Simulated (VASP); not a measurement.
# Ge (P6_3/mmc) in VASP: further runs, part 2 of 2

VASP 6.6.1. The steps go on from the part before.

## 3. Single point, PBEsol (strain +0.015 along x and y, +0.000 along z)

Contents of INCAR:

```
SYSTEM = Ge
PREC = Accurate ; ENCUT = 520
EDIFF = 1E-6 ; ISMEAR = 0
SIGMA = 0.15 ; LREAL = .FALSE.
LASPH = .TRUE. ; NELM = 80
ALGO = Normal ; ISIF = 2
LWAVE = .FALSE. ; LCHARG = .FALSE.
GGA = PS ; NBANDS = 36
```

Contents of KPOINTS:

```
regular mesh
0
G
  12 12 8
  0 0 0
```

Contents of POSCAR:

```
Ge
1.0
    4.0569223822      0.0000000000      0.0000000000
   -2.0284611911      3.5133978441      0.0000000000
    0.0000000000      0.0000000000      6.5963651330
Ge
4
Direct
    0.6666666667      0.3333333333      0.0629118565
    0.3333333333      0.6666666667      0.5629118565
    0.6666666667      0.3333333333      0.4370881435
    0.3333333333      0.6666666667      0.9370881435
```

Potentials or basis: VASP PAW PBE potentials, release 64 (Ge_d).

Run with:

```bash
> cat potpaw_PBE.64/Ge_d/POTCAR > POTCAR
> mpirun -np 1 vasp_std > vasp.out
```

OUTCAR:

```text
SYSTEM = Ge
   PREC = Accurate
   ENCUT = 520
   EDIFF = 1E-6
   ISMEAR = 0
   LREAL = .FALSE.
   LASPH = .TRUE.
   NELM = 80
   ISIF = 2
   GGA = PS

 ion  position               nearest neighbor table
   1  0.667  0.333  0.063-   3 2.47   4 2.48   4 2.48   4 2.48
   2  0.333  0.667  0.563-   4 2.47   3 2.48   3 2.48   3 2.48
   3  0.667  0.333  0.437-   1 2.47   2 2.48   2 2.48   2 2.48
   4  0.333  0.667  0.937-   2 2.47   1 2.48   1 2.48   1 2.48

  LATTYP: Found a hexagonal cell.
 ALAT       =     4.0569223822
 C/A-ratio  =     1.6259530037

  Lattice vectors:

 A1 = (   4.0569223822,   0.0000000000,   0.0000000000)
 A2 = (  -2.0284611911,   3.5133978441,   0.0000000000)
 A3 = (   0.0000000000,   0.0000000000,   6.5963651330)

Analysis of symmetry for initial positions (statically):
=====================================================================
 Subroutine PRICEL returns:
 Original cell was already a primitive cell.

 Routine SETGRP: Setting up the symmetry group for a
 hexagonal supercell.

[... 166 lines left out ...]
  ext. energy  EPLUGINS =         0.00000000
  ---------------------------------------------------
  free energy    TOTEN  =       -19.66119776 eV

  energy without entropy =      -19.65972444  energy(sigma->0) =      -19.66046110

 E-fermi :   4.5677     XC(G=0):  -9.9450

 val. band max:        4.5648190559   @ k =   0.0000   0.0000   0.1250
 cond. band min:       4.6730771564   @ k =   0.0000   0.0000   0.0000
 fundamental gap:      0.1082581005
 Fermi energy:         4.5676726333

 k-point     1 :       0.0000    0.0000    0.0000
  band No.  band energies     occupation
      1     -20.2430      2.00000
      2     -20.2430      2.00000
      3     -20.2204      2.00000
      4     -20.2049      2.00000
      5     -20.2049      2.00000
      6     -20.2049      2.00000
[... 925 lines left out ...]
     35      11.2091      0.00000
     36      12.1282      0.00000

 [... further k-points ...]
[... 5 lines left out ...]
  --------------------------------------------------------------------------------------
  -------------------------------------------------------------------------------------
  Total       -1.6079443     -1.6079443     -0.2059079      0.0000000      0.0000000      0.0000000
  in kB      -27.4001448    -27.4001448     -3.5087699      0.0000000      0.0000000      0.0000000
  external PRESSURE =     -19.4363532 kB  Pullay stress =       0.0000000 kB

 VOLUME and BASIS-vectors are now :
 -----------------------------------------------------------------------------
  energy-cutoff  :      520.00
  volume of cell :       94.02
      direct lattice vectors                 reciprocal lattice vectors
     4.056922382  0.000000000  0.000000000     0.246492268  0.142312377  0.000000000
    -2.028461191  3.513397844  0.000000000     0.000000000  0.284624755  0.000000000
     0.000000000  0.000000000  6.596365133     0.000000000  0.000000000  0.151598643

 POSITION                                       TOTAL-FORCE (eV/Angst)
 -----------------------------------------------------------------------------------
      2.02846      1.17113      0.41499        -0.000000     -0.000000     -0.142598
     -0.00000      2.34227      3.71317         0.000000     -0.000000     -0.142598
      2.02846      1.17113      2.88319        -0.000000      0.000000      0.142598
     -0.00000      2.34227      6.18138         0.000000      0.000000      0.142598
 -----------------------------------------------------------------------------------
    total drift:                               -0.000000      0.000000     -0.000000

  FREE ENERGIE OF THE ION-ELECTRON SYSTEM (eV)
  ---------------------------------------------------
  free  energy   TOTEN  =       -19.6611977638 eV

  energy  without entropy=      -19.6597244423  energy(sigma->0) =      -19.66046110
```

OSZICAR:

```text
N       E                     dE             d eps       ncg     rms          rms(c)
DAV:   1     0.491334093038E+03    0.49133E+03   -0.28431E+04  8048   0.422E+03
DAV:   2     0.662200012087E+02   -0.42511E+03   -0.41377E+03  6848   0.804E+02
DAV:   3    -0.152529735992E+02   -0.81473E+02   -0.80404E+02  7484   0.206E+02
DAV:   4    -0.198426759745E+02   -0.45897E+01   -0.45724E+01  8032   0.568E+01
DAV:   5    -0.199369419886E+02   -0.94266E-01   -0.94240E-01  7684   0.914E+00    0.440E+00
DAV:   6    -0.197498008420E+02    0.18714E+00   -0.95848E-02  8512   0.287E+00    0.250E+00
DAV:   7    -0.196584320260E+02    0.91369E-01   -0.12510E-01  7376   0.267E+00    0.202E-01
DAV:   8    -0.196606051419E+02   -0.21731E-02   -0.14998E-02  7604   0.127E+00    0.102E-01
DAV:   9    -0.196611389942E+02   -0.53385E-03   -0.48227E-04  8216   0.142E-01    0.270E-02
DAV:  10    -0.196611906984E+02   -0.51704E-04   -0.10389E-04  8548   0.125E-01    0.716E-03
DAV:  11    -0.196611972718E+02   -0.65734E-05   -0.12511E-05  6204   0.199E-02    0.338E-03
DAV:  12    -0.196611977638E+02   -0.49197E-06   -0.74070E-07  5216   0.906E-03
   1 F= -.19661198E+02 E0= -.19660461E+02  d E =-.147332E-02
```

stdout:

```text
POSCAR found type information on POSCAR Ge
 POSCAR found :  1 types and       4 ions
 scaLAPACK will be used
 -----------------------------------------------------------------------------
|                                                                             |
|                                                                             |
|     You enforced a specific xc type in the INCAR file but a different       |
|     I HOPE YOU KNOW WHAT YOU ARE DOING!                                     |
|                                                                             |
 -----------------------------------------------------------------------------

 LDA part: xc-table for (Slater+PW92), standard interpolation
 POSCAR, INCAR and KPOINTS ok, starting setup
 FFT: planning ... GRIDC
 FFT: planning ... GRID_SOFT
 FFT: planning ... GRID
 WAVECAR not read
 entering main loop
```

Wall time 4.2 min (1 thread of Intel Xeon 6975P-C, shared host); peak memory 0.35 GiB.

What came out:

| Item | Value |
| --- | --- |
| Free energy | -19.6612 eV |
| Pressure | -1.9 GPa |
| Largest force | 0.143 eV/Å |
| Band gap on the k mesh | zero (band 28 reaches 4.56 eV, above the bottom of band 29 at 4.42 eV) |

Forces in eV/Å, atoms in the order of the input:
```
Ge   0.000  0.000 -0.143
Ge   0.000  0.000 -0.143
Ge   0.000  0.000  0.143
Ge   0.000  0.000  0.143
```

Stress tensor (GPa, compression positive):
```
-2.74  0.00  0.00
 0.00 -2.74  0.00
 0.00  0.00 -0.35
```

Levels at points of the mesh, in eV from the Fermi level:
| k point | band 25 | band 26 | band 27 | band 28 | band 29 | band 30 | band 31 | band 32 |
| --- | --- | --- | --- | --- | --- | --- | --- | --- |
| (0.00, 0.00, 0.00) | -1.52 | -0.36 | -0.29 | -0.16 | 0.11 | 0.11 | 2.14 | 2.14 |
| (0.50, 0.00, 0.00) | -4.50 | -3.04 | -2.77 | -1.38 | 0.41 | 1.55 | 3.50 | 3.58 |
| (0.00, 0.00, 0.50) | -0.89 | -0.89 | -0.89 | -0.89 | 0.45 | 0.45 | 3.26 | 3.26 |
| (0.50, 0.00, 0.50) | -2.46 | -2.46 | -2.37 | -2.37 | 0.45 | 0.45 | 2.10 | 2.10 |

Caveat: the cell differs from its parent crystal (strain +0.015 along x and y, +0.000 along z); the PAW data sets were made with another functional, which shifts forces and pressure a little.

## 4. Single point, PBEsol (strain +0.030 along x and y, -0.015 along z)

Contents of INCAR:

```
  PREC = Accurate
  ENCUT = 520
  EDIFF = 1E-6
  ISMEAR = 0
  SIGMA = 0.15
  LREAL = False
  LASPH = True
  NELM = 60
  ALGO = Normal
  ISIF = 2
  LWAVE = False
  LCHARG = True
  GGA = PS
  LELF = True
  LVHAR = True
  NBANDS = 36
```

Contents of KPOINTS:

```
Automatic mesh
0
Gamma
  12 12 8
```

Contents of POSCAR:

```
Ge
1.0
    4.1168769001      0.0000000000      0.0000000000
   -2.0584384501      3.5653199798      0.0000000000
    0.0000000000      0.0000000000      6.4974196560
Ge
4
Direct
    0.6666666667      0.3333333333      0.0629118565
    0.3333333333      0.6666666667      0.5629118565
    0.6666666667      0.3333333333      0.4370881435
    0.3333333333      0.6666666667      0.9370881435
```

Run with:

```bash
> cat potpaw_PBE.64/Ge_d/POTCAR > POTCAR
> mpirun -np 1 vasp_std > vasp.out
```

Run time: 4.3 min. Hardware: 1 thread of Intel Xeon 6975P-C, shared host; peak memory 0.36 GiB.

Results (log left out):

- Free energy: -19.5862 eV
- Pressure: -2.6 GPa
- Largest force: 0.422 eV/Å
- Band gap on the k mesh: zero (band 28 reaches 4.43 eV, above the bottom of band 29 at 4.14 eV)

Forces in eV/Å, atoms in the order of the input:
```
Ge   0.000  0.000 -0.422
Ge   0.000  0.000 -0.422
Ge   0.000  0.000  0.422
Ge   0.000  0.000  0.422
```

Stress tensor (GPa, compression positive):
```
-4.97  0.00  0.00
 0.00 -4.97  0.00
 0.00  0.00  2.29
```

Levels at points of the mesh, in eV from the Fermi level:
| k point | band 26 | band 27 | band 28 | band 29 | band 30 | band 31 |
| --- | --- | --- | --- | --- | --- | --- |
| (0.00, 0.00, 0.00) | -0.62 | -0.38 | -0.15 | 0.14 | 0.14 | 2.00 |
| (0.50, 0.00, 0.00) | -3.06 | -2.76 | -1.27 | 0.32 | 1.62 | 3.47 |
| (0.00, 0.00, 0.50) | -0.96 | -0.96 | -0.96 | 0.28 | 0.28 | 3.19 |
| (0.50, 0.00, 0.50) | -2.36 | -2.32 | -2.32 | 0.48 | 0.48 | 2.22 |

Caveat: the cell differs from its parent crystal (strain +0.030 along x and y, -0.015 along z); the PAW data sets were made with another functional, which shifts forces and pressure a little.

## 5. The runs side by side

```csv
cell,gap on the mesh (eV),pressure (GPa),largest force (eV/Å)
"a = 3.997, b = 3.997, c = 6.794 Å, angles 90.0, 90.0, 120.0°, 4 atoms",-,-1.9,0.20
"a = 4.057, b = 4.057, c = 6.596 Å, angles 90.0, 90.0, 120.0°, 4 atoms",none,-1.9,0.14
"a = 4.117, b = 4.117, c = 6.497 Å, angles 90.0, 90.0, 120.0°, 4 atoms",none,-2.6,0.42
```

Alike in all rows: task single point; level PBEsol; potentials or basis VASP PAW PBE potentials, release 64 (Ge_d); no spin polarisation; k mesh 12 × 12 × 8; cutoff (eV) 520; smearing gaussian 0.15 eV.

Caveats: the PAW data sets were made with another functional, which shifts forces and pressure a little.

Absolute energies hang on the potentials; compare differences alone.
